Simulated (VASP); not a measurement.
# CaO (Fm-3m) in VASP: further runs

Runs on CaO. Level: PBEsol. Tasks: single point, relaxation of cell and atoms.

All numbers are computed with VASP 6.6.1; they aren't measurements. Logs are shortened: lines on timing, memory, paths and dates and some standing lists are left out, and cuts for length are marked.

### Step 1. The cell of the first run

The structure is cubic, space group Fm-3m (No. 225). The conventional cell has a = 4.767 Å, b = 4.767 Å, c = 4.767 Å, α = 90.00°, β = 90.00°, γ = 90.00°. Within 3.1 Å of Ca (site symmetry m-3m) lie 6 O at 2.38 Å. O (site symmetry m-3m) has 6 Ca at 2.38 Å within 3.1 Å.

### Step 2. Single point, PBEsol

INCAR reads:

```
PREC = Accurate
ENCUT = 600
EDIFF = 1E-6
ISMEAR = 0
SIGMA = 0.01
LREAL = F
LASPH = T
NELM = 120
ALGO = Normal
ISIF = 2
LWAVE = F
LCHARG = T
GGA = PS
LELF = T
LVHAR = T
NBANDS = 15
GGA_COMPAT = F
```

KPOINTS reads:

```
regular mesh
0
Gamma
  8 8 8
```

POSCAR reads:

```
CaO
1.0
    0.0000000000      2.3835223083      2.3835223083
    2.3835223083      0.0000000000      2.3835223083
    2.3835223083      2.3835223083      0.0000000000
Ca O
1 1
Direct
    0.0000000000      0.0000000000      0.0000000000
    0.5000000000      0.5000000000      0.5000000000
```

Potentials or basis: VASP PAW PBE potentials, release 64 (Ca_sv, O).

Run with:

```bash
$ cat potpaw_PBE.64/Ca_sv/POTCAR potpaw_PBE.64/O/POTCAR > POTCAR
$ mpirun -np 1 vasp_std > vasp.out
```

OUTCAR:

```text
PREC = Accurate
   ENCUT = 600
   EDIFF = 1E-6
   ISMEAR = 0
   LREAL = F
   LASPH = T
   NELM = 120
   ISIF = 2
   GGA = PS

 ion  position               nearest neighbor table
   1  0.000  0.000  0.000-   2 2.38   2 2.38   2 2.38   2 2.38   2 2.38   2 2.38
   2  0.500  0.500  0.500-   1 2.38   1 2.38   1 2.38   1 2.38   1 2.38   1 2.38

  LATTYP: Found a face centered cubic cell.
 ALAT       =     4.7670446166

  Lattice vectors:

 A1 = (   0.0000000000,   2.3835223083,   2.3835223083)
 A2 = (   2.3835223083,   0.0000000000,   2.3835223083)
 A3 = (   2.3835223083,   2.3835223083,   0.0000000000)

Analysis of symmetry for initial positions (statically):
=====================================================================
 Subroutine PRICEL returns:
 Original cell was already a primitive cell.

 Routine SETGRP: Setting up the symmetry group for a
 face centered cubic supercell.

 Subroutine GETGRP returns: Found 48 space group operations
 (whereof 48 operations were pure point group operations)
 out of a pool of 48 trial point group operations.

The static configuration has the point symmetry O_h .

Analysis of symmetry for dynamics (positions and initial velocities):
=====================================================================
 Subroutine PRICEL returns:
 Original cell was already a primitive cell.

 Routine SETGRP: Setting up the symmetry group for a
 face centered cubic supercell.

 Subroutine GETGRP returns: Found 48 space group operations
 (whereof 48 operations were pure point group operations)
 out of a pool of 48 trial point group operations.

The dynamic configuration has the point symmetry O_h .

 Subroutine INISYM returns: Found 48 space group operations
 (whereof 48 operations are pure point group operations),
 and found     1 'primitive' translations

----------------------------------------------------------------------------------------

                                     Primitive cell

  volume of cell :      27.0824

  direct lattice vectors                    reciprocal lattice vectors
     0.000000000  2.383522308  2.383522308    -0.209773577  0.209773577  0.209773577
     2.383522308  0.000000000  2.383522308     0.209773577 -0.209773577  0.209773577
     2.383522308  2.383522308  0.000000000     0.209773577  0.209773577 -0.209773577

  length of vectors
     3.370809575  3.370809575  3.370809575     0.363338493  0.363338493  0.363338493

  position of ions in fractional coordinates (direct lattice)
     0.000000000  0.000000000  0.000000000
     0.500000000  0.500000000  0.500000000
[... 82 lines left out ...]
   NFREE  =      0    steps in history (QN), initial steepest desc. (CG)
   ISIF   =      2    stress and relaxation
   ISYM   =      2    0-nonsym 1-usesym 2-fastsym
   POTIM  = 0.5000    time-step for ionic-motion
   TEBEG  =    0.0;   TEEND  =   0.0 temperature during run
   PSTRESS=    0.0 pullay stress
   NELECT =      16.0000    total number of electrons
   NUPDOWN=      -1.0000    fix difference up-down
   EMIN   =  10.00;   EMAX   =-10.00  energy-range for DOS
   EFERMI =   0.00;   METHOD = LEGACY
   ISMEAR =     0;   SIGMA  =   0.01  broadening in eV -4-tet -1-fermi 0-gaus
   EFERMI_NEDOS =   21; number of points for ismear=-14 and -15
   IALGO  =     38    algorithm
   IMIX   =      4    mixing-type and parameters
     AMIX     =   0.40;   BMIX     =  1.00
     AMIX_MAG =   1.60;   BMIX_MAG =  1.00
  volume/ion in A,a.u.               =      13.54        91.38
  Fermi-wavevector in a.u.,A,eV,Ry     =   1.373680  2.595879 25.674153  1.886997
  Thomas-Fermi vector in A             =   2.499175
   LORBIT       =      0    0 simple, 1 ext, 2 COOP (PROOUT), +10 PAW based schemes
   GGA     = PS    functional components
   LHFCALC =     F    Hartree Fock is set to
   AEXX    =    0.0000 exact exchange contribution
   IVDW    =     0    specifies the selected vdW correction
   LEPSILON=     F    determine dielectric tensor
   LRPA    =     F    only Hartree local field effects (RPA)
 non-spin polarized calculation
 Gauss-broadening in eV      SIGMA  =   0.01
  energy-cutoff  :      600.00
  volume of cell :       27.08
 maximum number of plane-waves:       934
   NGX = 13   NGY = 13   NGZ = 13

 number of electron      15.9999997 magnetization

 Free energy of the ion-electron system (eV)
  ---------------------------------------------------
  ext. energy  EPLUGINS =         0.00000000
  ---------------------------------------------------
  free energy    TOTEN  =       -13.41322006 eV

  energy without entropy =      -13.41322006  energy(sigma->0) =      -13.41322006

 E-fermi :   2.4101     XC(G=0): -10.8591

 val. band max:        2.3354690528   @ k =   0.0000   0.0000   0.0000
 cond. band min:       5.8575320357   @ k =   0.5000   0.5000   0.0000
 fundamental gap:      3.5220629829
 Fermi energy:         2.4100636349

 k-point     1 :       0.0000    0.0000    0.0000
  band No.  band energies     occupation
      1     -34.9521      2.00000
      2     -15.7743      2.00000
      3     -15.7743      2.00000
      4     -15.7743      2.00000
      5     -13.1573      2.00000
      6       2.3355      2.00000
      7       2.3355      2.00000
      8       2.3355      2.00000
      9       7.0996      0.00000
     10       8.5858      0.00000
     11       8.5858      0.00000
     12       8.5858      0.00000
     13      10.1668      0.00000
     14      10.1668      0.00000
[... 401 lines left out ...]
      2     -16.7918      2.00000
      3     -16.0433      2.00000
      4     -15.9150      2.00000
      5     -12.1272      2.00000
      6       0.2028      2.00000
      7       1.1651      2.00000
      8       1.2292      2.00000
      9       9.1360      0.00000
     10       9.1995      0.00000
     11      11.2662      0.00000
     12      11.4688      0.00000
     13      12.7920      0.00000
     14      14.4419      0.00000
     15      16.4086      0.00000

 [... further k-points ...]
[... 5 lines left out ...]
  --------------------------------------------------------------------------------------
  -------------------------------------------------------------------------------------
  Total        0.0905058      0.0905058      0.0905058      0.0000000      0.0000000      0.0000000
  in kB        5.3542575      5.3542575      5.3542575      0.0000000      0.0000000      0.0000000
  external PRESSURE =       5.3542575 kB  Pullay stress =       0.0000000 kB

 VOLUME and BASIS-vectors are now :
 -----------------------------------------------------------------------------
  energy-cutoff  :      600.00
  volume of cell :       27.08
      direct lattice vectors                 reciprocal lattice vectors
     0.000000000  2.383522308  2.383522308    -0.209773577  0.209773577  0.209773577
     2.383522308  0.000000000  2.383522308     0.209773577 -0.209773577  0.209773577
     2.383522308  2.383522308  0.000000000     0.209773577  0.209773577 -0.209773577

 POSITION                                       TOTAL-FORCE (eV/Angst)
 -----------------------------------------------------------------------------------
      0.00000      0.00000      0.00000         0.000000     -0.000000     -0.000000
      2.38352      2.38352      2.38352         0.000000      0.000000      0.000000
 -----------------------------------------------------------------------------------
    total drift:                                0.000000      0.000000      0.000000

  FREE ENERGIE OF THE ION-ELECTRON SYSTEM (eV)
  ---------------------------------------------------
  free  energy   TOTEN  =       -13.4132200585 eV

  energy  without entropy=      -13.4132200585  energy(sigma->0) =      -13.41322006
```

OSZICAR:

```text
N       E                     dE             d eps       ncg     rms          rms(c)
DAV:   1     0.132595841689E+03    0.13260E+03   -0.91283E+03   870   0.122E+03
DAV:   2    -0.896676910524E+01   -0.14156E+03   -0.13212E+03  1066   0.309E+02
DAV:   3    -0.147543889149E+02   -0.57876E+01   -0.57479E+01  1046   0.633E+01
DAV:   4    -0.149330244219E+02   -0.17864E+00   -0.17855E+00  1233   0.915E+00
DAV:   5    -0.149344925214E+02   -0.14681E-02   -0.14681E-02   983   0.823E-01    0.806E+00
DAV:   6    -0.135092040640E+02    0.14253E+01   -0.42441E+00   955   0.209E+01    0.350E+00
DAV:   7    -0.134299233556E+02    0.79281E-01   -0.35879E-01   982   0.635E+00    0.177E+00
DAV:   8    -0.134141930761E+02    0.15730E-01   -0.71905E-02  1101   0.290E+00    0.403E-01
DAV:   9    -0.134128796727E+02    0.13134E-02   -0.49100E-03   905   0.592E-01    0.102E-01
DAV:  10    -0.134132479127E+02   -0.36824E-03   -0.50151E-04  1017   0.258E-01    0.468E-02
DAV:  11    -0.134132206695E+02    0.27243E-04   -0.40545E-05  1194   0.895E-02    0.587E-03
DAV:  12    -0.134132200585E+02    0.61097E-06   -0.61666E-06  1039   0.269E-02
   1 F= -.13413220E+02 E0= -.13413220E+02  d E =-.225708E-28
```

stdout:

```text
POSCAR found type information on POSCAR CaO
 POSCAR found :  2 types and       2 ions
 scaLAPACK will be used
 -----------------------------------------------------------------------------
|                                                                             |
|                                                                             |
|     You enforced a specific xc type in the INCAR file but a different       |
|     I HOPE YOU KNOW WHAT YOU ARE DOING!                                     |
|                                                                             |
 -----------------------------------------------------------------------------

 LDA part: xc-table for (Slater+PW92), standard interpolation
 POSCAR, INCAR and KPOINTS ok, starting setup
 FFT: planning ... GRIDC
 FFT: planning ... GRID_SOFT
 FFT: planning ... GRID
 WAVECAR not read
 entering main loop
```

It took 7.5 s on 1 thread of Intel Xeon 6975P-C (Granite Rapids), shared host; peak memory 0.16 GiB.

What came out:

```yaml
Free_energy: -13.4132 eV
Pressure: 0.5 GPa
Band_gap_on_the_k_mesh: 3.52 eV, indirect (least direct gap 3.89 eV)
```

Caveat: the PAW data sets were made with another functional, which shifts forces and pressure a little. A k mesh can miss the band edges.

### Step 3. Single point, PBEsol

This run uses another cell than the first one, of 13.43 Å³/atom, 0.992 times its volume.

INCAR reads:

```
  ALGO = Normal
  EDIFF = 1E-6
  ENCUT = 600
  GGA = PS
  GGA_COMPAT = False
  ISIF = 2
  ISMEAR = 0
  LASPH = True
  LCHARG = True
  LELF = True
  LREAL = False
  LVHAR = True
  LWAVE = False
  NBANDS = 15
  NELM = 120
  PREC = Accurate
  SIGMA = 0.01
```

KPOINTS reads:

```
k-points
0
Gamma
  8 8 8
```

POSCAR reads:

```
CaO
1.0
    0.0000000000      2.3768048014      2.3768048014
    2.3768048014      0.0000000000      2.3768048014
    2.3768048014      2.3768048014      0.0000000000
Ca O
1 1
Direct
    0.0000000000      0.0000000000      0.0000000000
    0.5000000000      0.5000000000      0.5000000000
```

Potentials or basis: VASP PAW PBE potentials, release 64 (Ca_sv, O).

Run with:

```bash
$ cat potpaw_PBE.64/Ca_sv/POTCAR potpaw_PBE.64/O/POTCAR > POTCAR
$ mpirun -np 1 vasp_std > vasp.out
```

Wall time 8 s (1 thread of Intel Xeon 6975P-C (Granite Rapids), shared host); peak memory 0.16 GiB.

The run converged. Its results:

```
Free energy            : -13.4113 eV
Pressure               : 1.6 GPa
Band gap on the k mesh : 3.52 eV, indirect (least direct gap 3.89 eV)
```

Levels at points of the mesh, in eV from the valence-band top:
| k point | band 6 | band 7 | band 8 | band 9 | band 10 | band 11 |
| --- | --- | --- | --- | --- | --- | --- |
| (0.00, 0.00, 0.00) | 0.00 | 0.00 | 0.00 | 4.83 | 6.27 | 6.27 |
| (0.50, 0.00, 0.00) | -2.78 | -1.29 | -1.29 | 7.17 | 8.56 | 8.56 |
| (0.50, 0.50, 0.00) | -1.30 | -0.37 | -0.37 | 3.52 | 8.29 | 9.11 |

Caveat: the PAW data sets were made with another functional, which shifts forces and pressure a little. A k mesh can miss the band edges.

### Step 4. Relaxation of cell and atoms, PBEsol

INCAR reads:

```
SYSTEM = CaO
ALGO = Normal
EDIFF = 1E-7
EDIFFG = -0.001
ENCUT = 600
GGA = PS
GGA_COMPAT = .FALSE.
IBRION = 2
ISIF = 3
ISMEAR = 0
LASPH = .TRUE.
LCHARG = .FALSE.
LREAL = .FALSE.
LWAVE = .FALSE.
NELM = 120
NELMIN = 4
NSW = 80
PREC = Accurate
SIGMA = 0.01
```

KPOINTS reads:

```
k-points
0
G
  8 8 8
  0 0 0
```

POSCAR reads:

```
CaO
1.0
    0.0000000000      2.3836085895      2.3836085895
    2.3836085895      0.0000000000      2.3836085895
    2.3836085895      2.3836085895      0.0000000000
Ca O
1 1
Direct
    0.0000000000      0.0000000000      0.0000000000
    0.5000000000      0.5000000000      0.5000000000
```

Run with:

```bash
$ cat potpaw_PBE.64/Ca_sv/POTCAR potpaw_PBE.64/O/POTCAR > POTCAR
$ mpirun -np 1 vasp_std > vasp.out
```

Wall time 16 s (1 thread of Intel Xeon 6975P-C (Granite Rapids), shared host); peak memory 0.17 GiB.

Results (log left out):

- Free energy: -13.4135 eV
- Relaxed volume: 13.61 Å³/atom
- Relaxed cell: a = 3.376 Å, b = 3.376 Å, c = 3.376 Å, α = 60.00°, β = 60.00°, γ = 60.00°
- Space group after relaxing (to 0.05 Å): Fm-3m (No. 225)
- Energy gained by relaxing: 0.1 meV/atom
- Ionic steps: 3
- Pressure after relaxing: 0.0 GPa
- Band gap on the k mesh: 3.53 eV, indirect (least direct gap 3.90 eV)

The path:
```tsv
step	energy change (eV)	largest force (eV/Å)	pressure (GPa)	volume (Å³)
1	0.0000	0.0000	0.56	27.09
2	-0.0002	0.0000	-0.23	27.27
3	-0.0002	0.0000	0.00	27.22
```

Final structure:
```cif
data_structure
_symmetry_space_group_name_H-M 'P 1'
_symmetry_Int_Tables_number 1
_cell_length_a 3.3764
_cell_length_b 3.3764
_cell_length_c 3.3764
_cell_angle_alpha 60.000
_cell_angle_beta 60.000
_cell_angle_gamma 60.000
_cell_volume 27.22
loop_
_atom_site_label
_atom_site_type_symbol
_atom_site_fract_x
_atom_site_fract_y
_atom_site_fract_z
_atom_site_occupancy
Ca1 Ca 0.00000 0.00000 0.00000 1
O1 O 0.50000 0.50000 0.50000 1
```

Levels at points of the mesh, in eV from the valence-band top:
```tsv
k point	band 4	band 5	band 6	band 7	band 8	band 9	band 10	band 11	band 12
(0.00, 0.00, 0.00)	-18.13	-15.48	0.00	0.00	0.00	4.72	6.24	6.24	6.24
(0.50, 0.00, 0.00)	-18.19	-14.16	-2.74	-1.26	-1.26	7.11	8.48	8.48	8.48
(0.50, 0.50, 0.00)	-18.38	-15.24	-1.31	-0.37	-0.37	3.53	8.19	9.04	9.73
```

Caveat: the PAW data sets were made with another functional, which shifts forces and pressure a little.

### Step 5. Relaxation of cell and atoms, PBEsol, target pressure 1 GPa, at which the enthalpy is minimised

INCAR reads:

```
SYSTEM = CaO
ALGO = Normal
EDIFF = 1E-7
EDIFFG = -0.001
ENCUT = 600
GGA = PS
GGA_COMPAT = .False.
IBRION = 2
ISIF = 3
ISMEAR = 0
LASPH = .True.
LCHARG = .False.
LREAL = .False.
LWAVE = .False.
NELM = 120
NELMIN = 4
NSW = 80
PREC = Accurate
PSTRESS = 10.0
SIGMA = 0.01
```

KPOINTS reads:

```
k-points
0
Gamma
  8 8 8
  0 0 0
```

POSCAR reads:

```
CaO
1.0
    0.0000000000      2.3835223083      2.3835223083
    2.3835223083      0.0000000000      2.3835223083
    2.3835223083      2.3835223083      0.0000000000
Ca O
1 1
Direct
    0.0000000000      0.0000000000      0.0000000000
    0.5000000000      0.5000000000      0.5000000000
```

Run with:

```bash
$ cat potpaw_PBE.64/Ca_sv/POTCAR potpaw_PBE.64/O/POTCAR > POTCAR
$ mpirun -np 1 vasp_std > vasp.out
```

Run time: 24 s. Hardware: 1 thread of Intel Xeon 6975P-C (Granite Rapids), shared host; peak memory 0.17 GiB.

The run converged. Its results:

* Free energy: -13.4128 eV
* Relaxed volume: 13.49 Å³/atom
* Relaxed cell: a = 3.367 Å, b = 3.367 Å, c = 3.367 Å, α = 60.00°, β = 60.00°, γ = 60.00°
* Space group after relaxing (to 0.05 Å): Fm-3m (No. 225)
* Energy change on relaxing (the enthalpy is what falls): +0.2 meV/atom
* Ionic steps: 7
* Pressure after relaxing: 1.0 GPa
* Band gap on the k mesh: 3.52 eV, indirect (least direct gap 3.89 eV)

Step by step:
| step | energy change (eV) | largest force (eV/Å) | pressure (GPa) | volume (Å³) |
| --- | --- | --- | --- | --- |
| 1 | 0.0000 | 0.0000 | 0.57 | 27.08 |
| 2 | 0.0008 | 0.0000 | 1.20 | 26.94 |
| 3 | 0.0005 | 0.0000 | 1.03 | 26.99 |
| 4 | 0.0004 | 0.0000 | 0.98 | 26.99 |
| 5 | 0.0005 | 0.0000 | 0.99 | 26.99 |
| 6 | 0.0005 | 0.0000 | 0.99 | 26.99 |
| 7 | 0.0005 | 0.0000 | 0.99 | 26.99 |

Final structure:
```
Ca O
1.0
     0.00000    2.38074    2.38074
     2.38074    0.00000    2.38074
     2.38074    2.38074    0.00000
Ca O
1 1
Direct
  0.00000 0.00000 0.00000
  0.50000 0.50000 0.50000
```

Levels at points of the mesh, in eV from the valence-band top:
```csv
k point,band 6,band 7,band 8,band 9,band 10,band 11
"(0.00, 0.00, 0.00)",0.00,0.00,0.00,4.79,6.26,6.26
"(0.50, 0.00, 0.00)",-2.76,-1.28,-1.28,7.15,8.53,8.53
"(0.50, 0.50, 0.00)",-1.31,-0.37,-0.37,3.52,8.26,9.09
```

Caveat: the cell is relaxed towards a set pressure, so the enthalpy falls and the energy may rise; the PAW data sets were made with another functional, which shifts forces and pressure a little.

### Step 6. The runs side by side

| task | cell | gap on the mesh (eV) | pressure (GPa) |
| --- | --- | --- | --- |
| single point | a = 3.371 Å, angles 60.0°, 2 atoms | 3.52 | 0.5 |
| single point | a = 3.361 Å, angles 60.0°, 2 atoms | 3.52 | 1.6 |
| relaxation of cell and atoms | relaxed from a = 3.371 Å, angles 60.0°, 2 atoms | 3.53 | 0.0 |
| relaxation of cell and atoms | relaxed to 1 GPa from a = 3.371 Å, angles 60.0°, 2 atoms | 3.52 | 1.0 |

Alike in all rows: level PBEsol; potentials or basis VASP PAW PBE potentials, release 64 (Ca_sv, O); no spin polarisation; k mesh 8 × 8 × 8; cutoff (eV) 600; smearing gaussian 0.01 eV.

Caveats: the PAW data sets were made with another functional, which shifts forces and pressure a little; the cell is relaxed towards a set pressure, so the enthalpy falls and the energy may rise (some runs).

Absolute energies hang on the potentials; compare differences alone.
